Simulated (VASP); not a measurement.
## Sr: single point with PBE

Sr:

```
CELL_PARAMETERS angstrom
0.00000 2.91958 2.91958
2.91958 0.00000 2.91958
2.91958 2.91958 0.00000
ATOMIC_POSITIONS crystal
Sr 0.00000 0.00000 0.00000
```

This cell differs from its parent crystal: volume scaled by 0.91.

```
Program             : VASP 6.6.1
Task                : single point
Functional          : PBE
Potentials or basis : VASP PAW PBE potentials, release 64 (Sr_sv)
Cutoff              : 520 eV
k mesh              : 12 × 12 × 12
Occupations         : gaussian, width 0.1 eV
Spin                : no spin polarisation
```

- Pressure: 1.3 GPa
- Band gap on the k mesh: zero (filled and empty bands touch)

Levels at points of the mesh, in eV from the Fermi level:
| k point | band 1 | band 2 | band 3 | band 4 | band 5 | band 6 | band 7 | band 8 | band 9 | band 10 |
| --- | --- | --- | --- | --- | --- | --- | --- | --- | --- | --- |
| (0.00, 0.00, 0.00) | -36.44 | -18.31 | -18.31 | -18.31 | -3.81 | 2.44 | 2.44 | 2.44 | 4.07 | 4.07 |
| (0.50, 0.00, 0.00) | -36.42 | -18.59 | -18.35 | -18.35 | -1.19 | 0.19 | 2.26 | 2.26 | 5.24 | 5.24 |
| (0.50, 0.50, 0.00) | -36.41 | -18.57 | -18.41 | -18.41 | -0.77 | 0.24 | 1.29 | 5.25 | 5.58 | 5.58 |

Run time: 10 s on 1 thread of Intel(R) Xeon(R) 6975P-C (Granite Rapids), on a shared host, peak memory 0.19 GiB.
